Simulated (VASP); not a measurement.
Input of a VASP 6.6.1 run:

Contents of INCAR:

```
SYSTEM = Fe
ALGO     = Normal         ! electronic algorithm
EDIFF    = 1E-7           ! SCF threshold, eV
ENCUT    = 520            ! plane-wave cutoff, eV
GGA      = PE             ! functional
ISIF     = 2              ! what is computed and relaxed
ISMEAR   = 0              ! smearing method
ISPIN    = 2              ! spin polarisation
LASPH    = .True.         ! aspherical terms in the spheres
LCHARG   = .False.        ! write CHGCAR
LMAXMIX  = 4              ! l up to which the mixer works
LORBIT   = 11             ! projections on sites
LREAL    = .False.        ! projectors in reciprocal space
LWAVE    = .False.        ! write WAVECAR
MAGMOM   = 4              ! initial moments
NBANDS   = 14             ! bands
NELM     = 150            ! most SCF steps
PREC     = Accurate       ! precision mode
SIGMA    = 0.05           ! smearing width, eV
```

KPOINTS

```
k-points
0
Gamma
  12 12 12
  0 0 0
```

File POSCAR:

```
Fe
1.0
    0.0000000000      1.7665000000      1.7665000000
    1.7665000000      0.0000000000      1.7665000000
    1.7665000000      1.7665000000      0.0000000000
Fe
1
Direct
    0.0000000000      0.0000000000      0.0000000000
```

Potentials or basis: VASP PAW PBE potentials, release 64 (Fe).

Run with:

```console
$ cat potpaw_PBE.64/Fe/POTCAR > POTCAR
$ mpirun -np 1 vasp_std > vasp.out
```

Task: What does it give for the site moments?

Result: Fe +1.36 μB.

Task: What does it give for the net moment?

Result: 1.37 μB per cell.

Task: What does it give for the pressure?

Result: -6.3 GPa.

Caveat: the moment fell far below its start of 4 μB, so a state of higher moment may lie lower in energy.
